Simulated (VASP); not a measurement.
# MgO (Fm-3m) in VASP: further runs

The runs below take MgO through single point, with PBEsol, r2SCAN.

All numbers are computed with VASP 6.6.1; they aren't measurements. Logs are shortened: lines on timing, memory, paths and dates and some standing lists are left out, and cuts for length are marked.

## (1) The cell of the first run

It takes space group Fm-3m (No. 225, cubic). Conventional cell: a = 4.204 Å, b = 4.204 Å, c = 4.204 Å, α = 90.00°, β = 90.00°, γ = 90.00°. Mg (site symmetry m-3m) has 6 O at 2.10 Å within 2.8 Å. O (site symmetry m-3m) has 6 Mg at 2.10 Å within 2.8 Å.

## (2) Single point, PBEsol

INCAR reads:

```
SYSTEM = MgO
ALGO = Normal
EDIFF = 1E-7
ENCUT = 520
GGA = PS
ISIF = 2
ISMEAR = 0
LASPH = .True.
LCHARG = .True.
LELF = .True.
LREAL = .False.
LVHAR = .True.
LWAVE = .False.
NBANDS = 11
NELM = 80
PREC = Accurate
SIGMA = 0.01
```

KPOINTS reads:

```
k-points
0
Gamma
  8 8 8
  0 0 0
```

POSCAR reads:

```
MgO
1.0
    0.0000000000      2.1021674158      2.1021674158
    2.1021674158      0.0000000000      2.1021674158
    2.1021674158      2.1021674158      0.0000000000
Mg O
1 1
Direct
    0.0000000000      0.0000000000      0.0000000000
    0.5000000000      0.5000000000      0.5000000000
```

Potentials or basis: VASP PAW PBE potentials, release 64 (Mg, O).

The run is started by

```bash
$ cat potpaw_PBE.64/Mg/POTCAR potpaw_PBE.64/O/POTCAR > POTCAR
$ mpirun -np 1 vasp_std > vasp.out
```

OUTCAR:

```text
SYSTEM = MgO
   EDIFF = 1E-7
   ENCUT = 520
   GGA = PS
   ISIF = 2
   ISMEAR = 0
   LASPH = .True.
   LREAL = .False.
   NELM = 80
   PREC = Accurate

 ion  position               nearest neighbor table
   1  0.000  0.000  0.000-   2 2.10   2 2.10   2 2.10   2 2.10   2 2.10   2 2.10
   2  0.500  0.500  0.500-   1 2.10   1 2.10   1 2.10   1 2.10   1 2.10   1 2.10

  LATTYP: Found a face centered cubic cell.
 ALAT       =     4.2043348316

  Lattice vectors:

 A1 = (   0.0000000000,   2.1021674158,   2.1021674158)
 A2 = (   2.1021674158,   0.0000000000,   2.1021674158)
 A3 = (   2.1021674158,   2.1021674158,   0.0000000000)

Analysis of symmetry for initial positions (statically):
=====================================================================
 Subroutine PRICEL returns:
 Original cell was already a primitive cell.

 Routine SETGRP: Setting up the symmetry group for a
 face centered cubic supercell.

 Subroutine GETGRP returns: Found 48 space group operations
 (whereof 48 operations were pure point group operations)
 out of a pool of 48 trial point group operations.

The static configuration has the point symmetry O_h .

Analysis of symmetry for dynamics (positions and initial velocities):
=====================================================================
 Subroutine PRICEL returns:
 Original cell was already a primitive cell.

 Routine SETGRP: Setting up the symmetry group for a
 face centered cubic supercell.

 Subroutine GETGRP returns: Found 48 space group operations
 (whereof 48 operations were pure point group operations)
 out of a pool of 48 trial point group operations.

The dynamic configuration has the point symmetry O_h .

 Subroutine INISYM returns: Found 48 space group operations
 (whereof 48 operations are pure point group operations),
 and found     1 'primitive' translations

----------------------------------------------------------------------------------------

                                     Primitive cell

  volume of cell :      18.5794

  direct lattice vectors                    reciprocal lattice vectors
     0.000000000  2.102167416  2.102167416    -0.237849753  0.237849753  0.237849753
     2.102167416  0.000000000  2.102167416     0.237849753 -0.237849753  0.237849753
     2.102167416  2.102167416  0.000000000     0.237849753  0.237849753 -0.237849753

  length of vectors
     2.972913670  2.972913670  2.972913670     0.411967856  0.411967856  0.411967856

  position of ions in fractional coordinates (direct lattice)
     0.000000000  0.000000000  0.000000000
     0.500000000  0.500000000  0.500000000

  ion indices of the primitive-cell ions
   primitive index   ion index
                 1           1
                 2           2

----------------------------------------------------------------------------------------

 KPOINTS: k-points

Automatic generation of k-mesh.
 Grid dimensions read from file:
 generate k-points for:    8    8    8

 Generating k-lattice:

  Cartesian coordinates                     Fractional coordinates (reciprocal lattice)
    -0.029731219  0.029731219  0.029731219     0.125000000  0.000000000  0.000000000
     0.029731219 -0.029731219  0.029731219     0.000000000  0.125000000  0.000000000
     0.029731219  0.029731219 -0.029731219     0.000000000  0.000000000  0.125000000

  Length of vectors
     0.051495982  0.051495982  0.051495982

  Shift w.r.t. Gamma in fractional coordinates (k-lattice)
     0.000000000  0.000000000  0.000000000

 Subroutine IBZKPT returns following result:
 ===========================================

 Found     29 irreducible k-points:

 Following reciprocal coordinates:
            Coordinates               Weight
  0.000000  0.000000  0.000000      1.000000
  0.125000  0.000000  0.000000      8.000000
  0.250000  0.000000  0.000000      8.000000
  0.375000  0.000000  0.000000      8.000000
  0.500000  0.000000  0.000000      4.000000
  0.125000  0.125000  0.000000      6.000000
[... 16 lines left out ...]
  0.500000  0.250000  0.125000     48.000000
 -0.375000  0.250000  0.125000     24.000000
 [... further k-points ...]
   k-points           NKPTS =     29   k-points in BZ     NKDIM =     29   number of bands    NBANDS=     11
   number of dos      NEDOS =    301   number of ions     NIONS =      2
   total plane-waves  NPLWV =  13824
   dimension x,y,z NGX =    24 NGY =   24 NGZ =   24
   dimension x,y,z NGXF=    48 NGYF=   48 NGZF=   48
   ions per type =               1   1
   NGX,Y,Z   is equivalent  to a cutoff of  13.42, 13.42, 13.42 a.u.
   NGXF,Y,Z  is equivalent  to a cutoff of  26.84, 26.84, 26.84 a.u.
 SYSTEM =  MgO
   PREC   = accura    normal or accurate (medium, high low for compatibility)
   ISTART =      0    job   : 0-new  1-cont  2-samecut
   ICHARG =      2    charge: 1-file 2-atom 10-const
   ISPIN  =      1    spin polarized calculation?
   LNONCOLLINEAR =      F non collinear calculations
   LSORBIT =      F    spin-orbit coupling
   LASPH  =      T    aspherical Exc in radial PAW
   ENCUT  =  520.0 eV  38.22 Ry    6.18 a.u.   5.53  5.53  5.53*2*pi/ulx,y,z
   NELM   =     80;   NELMIN=  2; NELMDL= -5     # of ELM steps
   EDIFF  = 0.1E-06   stopping-criterion for ELM
   LREAL  =      F    real-space projection
   EDIFFG = 0.1E-05   stopping-criterion for IOM
   NSW    =      0    number of steps for IOM
   IBRION =     -1    ionic relax: 0-MD 1-quasi-New 2-CG
   NFREE  =      0    steps in history (QN), initial steepest desc. (CG)
   ISIF   =      2    stress and relaxation
   ISYM   =      2    0-nonsym 1-usesym 2-fastsym
   POTIM  = 0.5000    time-step for ionic-motion
   TEBEG  =    0.0;   TEEND  =   0.0 temperature during run
   PSTRESS=    0.0 pullay stress
   NELECT =       8.0000    total number of electrons
   NUPDOWN=      -1.0000    fix difference up-down
   EMIN   =  10.00;   EMAX   =-10.00  energy-range for DOS
   EFERMI =   0.00;   METHOD = LEGACY
   ISMEAR =     0;   SIGMA  =   0.01  broadening in eV -4-tet -1-fermi 0-gaus
   EFERMI_NEDOS =   21; number of points for ismear=-14 and -15
   IALGO  =     38    algorithm
   IMIX   =      4    mixing-type and parameters
     AMIX     =   0.40;   BMIX     =  1.00
     AMIX_MAG =   1.60;   BMIX_MAG =  1.00
  volume/ion in A,a.u.               =       9.29        62.69
  Fermi-wavevector in a.u.,A,eV,Ry     =   1.236216  2.336109 20.792816  1.528229
  Thomas-Fermi vector in A             =   2.370833
   LORBIT       =      0    0 simple, 1 ext, 2 COOP (PROOUT), +10 PAW based schemes
   GGA     = PS    functional components
   LHFCALC =     F    Hartree Fock is set to
   AEXX    =    0.0000 exact exchange contribution
   IVDW    =     0    specifies the selected vdW correction
   LEPSILON=     F    determine dielectric tensor
   LRPA    =     F    only Hartree local field effects (RPA)
 non-spin polarized calculation
 Gauss-broadening in eV      SIGMA  =   0.01
  energy-cutoff  :      520.00
  volume of cell :       18.58
 maximum number of plane-waves:       531
 NGX is ok and might be reduce to    24
   NGX = 11   NGY = 11   NGZ = 11

 number of electron       8.0000004 magnetization

 Free energy of the ion-electron system (eV)
  ---------------------------------------------------
  ext. energy  EPLUGINS =         0.00000000
  ---------------------------------------------------
  free energy    TOTEN  =       -12.51220290 eV

  energy without entropy =      -12.51220290  energy(sigma->0) =      -12.51220290

 E-fermi :   3.1679     XC(G=0): -11.3370

 val. band max:        3.1087371966   @ k =   0.0000   0.0000   0.0000
 cond. band min:       7.7964246002   @ k =   0.0000   0.0000   0.0000
 fundamental gap:      4.6876874036
 Fermi energy:         3.1678965372

 k-point     1 :       0.0000    0.0000    0.0000
  band No.  band energies     occupation
      1     -14.1259      2.00000
      2       3.1087      2.00000
      3       3.1087      2.00000
      4       3.1087      2.00000
      5       7.7964      0.00000
      6      18.7712      0.00000
      7      18.7712      0.00000
      8      18.7712      0.00000
      9      22.6283      0.00000
     10      24.5184      0.00000
     11      24.5184      0.00000

 k-point     2 :       0.1250    0.0000    0.0000
  band No.  band energies     occupation
      1     -13.9576      2.00000
      2       2.1363      2.00000
      3       3.0029      2.00000
      4       3.0029      2.00000
      5       8.7166      0.00000
      6      17.0778      0.00000
      7      19.1359      0.00000
      8      19.1359      0.00000
      9      23.5637      0.00000
     10      23.5637      0.00000
     11      24.8466      0.00000

 k-point     3 :       0.2500    0.0000    0.0000
  band No.  band energies     occupation
      1     -13.5200      2.00000
      2       0.4021      2.00000
      3       2.7593      2.00000
      4       2.7593      2.00000
      5      10.1473      0.00000
      6      15.5565      0.00000
      7      19.6546      0.00000
      8      19.6546      0.00000
      9      23.1634      0.00000
     10      23.1634      0.00000
     11      25.0612      0.00000

 k-point     4 :       0.3750    0.0000    0.0000
  band No.  band energies     occupation
      1     -13.0245      2.00000
      2      -1.0338      2.00000
      3       2.5304      2.00000
      4       2.5304      2.00000
      5      10.8134      0.00000
      6      15.4195      0.00000
      7      19.5049      0.00000
      8      19.5049      0.00000
      9      24.2730      0.00000
     10      24.4636      0.00000
     11      24.4636      0.00000
[... 239 lines left out ...]
 k-point    22 :       0.3750    0.2500    0.1250
  band No.  band energies     occupation
      1     -13.2060      2.00000
      2       0.0384      2.00000
      3       1.9292      2.00000
      4       2.4792      2.00000
      5      11.5654      0.00000
      6      14.4392      0.00000
      7      18.1324      0.00000
      8      20.5855      0.00000
      9      21.1167      0.00000
     10      25.4711      0.00000
     11      28.8856      0.00000

 k-point    23 :       0.5000    0.2500    0.1250
  band No.  band energies     occupation
      1     -12.8153      2.00000
      2      -0.6688      2.00000
      3       1.3401      2.00000
      4       2.2216      2.00000
      5      12.5286      0.00000
      6      14.6559      0.00000
      7      16.9787      0.00000
      8      20.1911      0.00000
      9      22.7006      0.00000
     10      25.4376      0.00000
     11      29.0875      0.00000

 k-point    24 :      -0.3750    0.2500    0.1250
  band No.  band energies     occupation
      1     -12.6412      2.00000
      2      -0.9711      2.00000
      3       1.1282      2.00000
      4       2.1000      2.00000
      5      12.6778      0.00000
      6      15.2401      0.00000
      7      16.5465      0.00000
      8      19.9462      0.00000
      9      23.5489      0.00000
     10      25.1085      0.00000
     11      29.2187      0.00000

 [... further k-points ...]
[... 5 lines left out ...]
  --------------------------------------------------------------------------------------
  -------------------------------------------------------------------------------------
  Total        0.0726799      0.0726799      0.0726799     -0.0000000      0.0000000     -0.0000000
  in kB        6.2674771      6.2674771      6.2674771     -0.0000000      0.0000000     -0.0000000
  external PRESSURE =       6.2674771 kB  Pullay stress =       0.0000000 kB

 VOLUME and BASIS-vectors are now :
 -----------------------------------------------------------------------------
  energy-cutoff  :      520.00
  volume of cell :       18.58
      direct lattice vectors                 reciprocal lattice vectors
     0.000000000  2.102167416  2.102167416    -0.237849753  0.237849753  0.237849753
     2.102167416  0.000000000  2.102167416     0.237849753 -0.237849753  0.237849753
     2.102167416  2.102167416  0.000000000     0.237849753  0.237849753 -0.237849753

 POSITION                                       TOTAL-FORCE (eV/Angst)
 -----------------------------------------------------------------------------------
      0.00000      0.00000      0.00000         0.000000      0.000000      0.000000
      2.10217      2.10217      2.10217        -0.000000     -0.000000      0.000000
 -----------------------------------------------------------------------------------
    total drift:                               -0.000000     -0.000000      0.000000

  FREE ENERGIE OF THE ION-ELECTRON SYSTEM (eV)
  ---------------------------------------------------
  free  energy   TOTEN  =       -12.5122028984 eV

  energy  without entropy=      -12.5122028984  energy(sigma->0) =      -12.51220290
```

It took 4.6 s on 1 thread of Intel Xeon Platinum 8488C (Sapphire Rapids), shared host; peak memory 0.14 GiB.

Results:

* Free energy: -12.5122 eV
* Pressure: 0.6 GPa
* Band gap on the k mesh: 4.69 eV, direct

Levels at points of the mesh, in eV from the valence-band top:
```csv
k point,band 1,band 2,band 3,band 4,band 5,band 6,band 7,band 8,band 9
"(0.00, 0.00, 0.00)",-17.23,0.00,0.00,0.00,4.69,15.66,15.66,15.66,19.52
"(0.50, 0.00, 0.00)",-15.91,-4.70,-0.67,-0.67,7.78,12.57,16.23,16.23,20.85
"(0.50, 0.50, 0.00)",-15.64,-4.17,-1.37,-1.37,8.93,9.94,13.03,18.93,18.93
```

Caveat: the PAW data sets were made with another functional, which shifts forces and pressure a little.

## (3) Single point, PBEsol

INCAR reads:

```
ALGO     = Normal         # electronic algorithm
EDIFF    = 1E-6           # SCF threshold, eV
ENCUT    = 520            # plane-wave cutoff, eV
GGA      = PS             # functional
ISIF     = 2              # what is computed and relaxed
ISMEAR   = 1              # smearing method
LASPH    = True           # aspherical terms in the spheres
LCHARG   = False          # write CHGCAR
LREAL    = False          # projectors in reciprocal space
LWAVE    = False          # write WAVECAR
NBANDS   = 11             # bands
NELM     = 100            # most SCF steps
PREC     = Accurate       # precision mode
SIGMA    = 0.05           # smearing width, eV
```

KPOINTS reads:

```
k-points
0
Gamma
  8 8 8
```

POSCAR is that of step 2.

Potentials or basis: VASP PAW PBE potentials, release 64 (Mg, O).

The run is started by

```bash
$ cat potpaw_PBE.64/Mg/POTCAR potpaw_PBE.64/O/POTCAR > POTCAR
$ mpirun -np 1 vasp_std > vasp.out
```

It took 4.3 s on 1 thread of Intel Xeon Platinum 8488C (Sapphire Rapids), shared host; peak memory 0.14 GiB.

The run converged. Its results:

- Free energy: -12.5122 eV
- Pressure: 0.6 GPa
- Band gap on the k mesh: 4.69 eV, direct

Levels at points of the mesh, in eV from the valence-band top:
```
           k point  band 1  band 2  band 3  band 4  band 5  band 6  band 7  band 8
(0.00, 0.00, 0.00)  -17.23    0.00    0.00    0.00    4.69   15.66   15.66   15.66
(0.50, 0.00, 0.00)  -15.91   -4.71   -0.67   -0.67    7.78   12.57   16.23   16.23
(0.50, 0.50, 0.00)  -15.64   -4.17   -1.37   -1.37    8.93    9.94   13.03   18.93
```

Caveat: the PAW data sets were made with another functional, which shifts forces and pressure a little.

## (4) Single point, r2SCAN

POSCAR is that of step 3.

INCAR.step1 reads:

```
  PREC = Accurate
  ENCUT = 520
  ISMEAR = 0
  SIGMA = 0.01
  LREAL = F
  LASPH = T
  NELM = 60
  NBANDS = 11
  GGA = PE
  ALGO = Normal
  EDIFF = 1E-4
  LWAVE = T
  LCHARG = F
```

INCAR.step2 reads:

```
  PREC = Accurate
  ENCUT = 520
  EDIFF = 1E-7
  ISMEAR = 0
  SIGMA = 0.01
  LREAL = F
  LASPH = T
  NELM = 60
  ALGO = Normal
  ISIF = 2
  LWAVE = F
  LCHARG = T
  METAGGA = R2SCAN
  LMIXTAU = T
  LELF = T
  LVHAR = T
  NBANDS = 11
  ISTART = 1
```

KPOINTS reads:

```
Automatic mesh
0
Gamma
  8 8 8
```

The run is started by

```bash
$ cat potpaw_PBE.64/Mg/POTCAR potpaw_PBE.64/O/POTCAR > POTCAR
$ cp INCAR.step1 INCAR
$ mpirun -np 1 vasp_std > vasp.out
$ cp INCAR.step2 INCAR
$ mpirun -np 1 vasp_std > vasp.out
```

Run time: 20 s. Hardware: 1 thread of Intel Xeon Platinum 8488C (Sapphire Rapids), shared host; peak memory 0.14 GiB.

Results (log left out):

| Item | Value |
| --- | --- |
| Free energy | -16.1611 eV |
| Pressure | -1.1 GPa |
| Band gap on the k mesh | 5.66 eV, direct |

Levels at points of the mesh, in eV from the valence-band top:
```csv
k point,band 1,band 2,band 3,band 4,band 5,band 6,band 7,band 8,band 9
"(0.00, 0.00, 0.00)",-18.23,0.00,0.00,0.00,5.66,16.87,16.87,16.87,21.03
"(0.50, 0.00, 0.00)",-16.97,-4.64,-0.68,-0.68,8.84,13.87,17.48,17.48,22.46
"(0.50, 0.50, 0.00)",-16.72,-4.12,-1.38,-1.38,10.04,11.12,14.35,20.46,20.46
```

Caveat: the PAW data sets were made with another functional, which shifts forces and pressure a little. r2SCAN opens gaps a little over a GGA but as a rule still falls short of measured ones.

## (5) The runs side by side

```tsv
level	smearing	gap on the mesh (eV)	pressure (GPa)
PBEsol	gaussian 0.01 eV	4.69	0.6
PBEsol	methfessel-paxton 0.05 eV	4.69	0.6
r2SCAN	gaussian 0.01 eV	5.66	-1.1
```

Alike in all rows: task single point; potentials or basis VASP PAW PBE potentials, release 64 (Mg, O); no spin polarisation; cell as given; k mesh 8 × 8 × 8; cutoff (eV) 520.

On the cell as given the gap runs from 4.69 eV (PBEsol) to 5.66 eV (r2SCAN). The pressure there spans -1.1 GPa (r2SCAN) to 0.6 GPa (PBEsol); a positive pressure means that this level wants a larger cell, a negative one a smaller.

Caveats: the PAW data sets were made with another functional, which shifts forces and pressure a little.

Absolute energies hang on the potentials; compare differences alone.
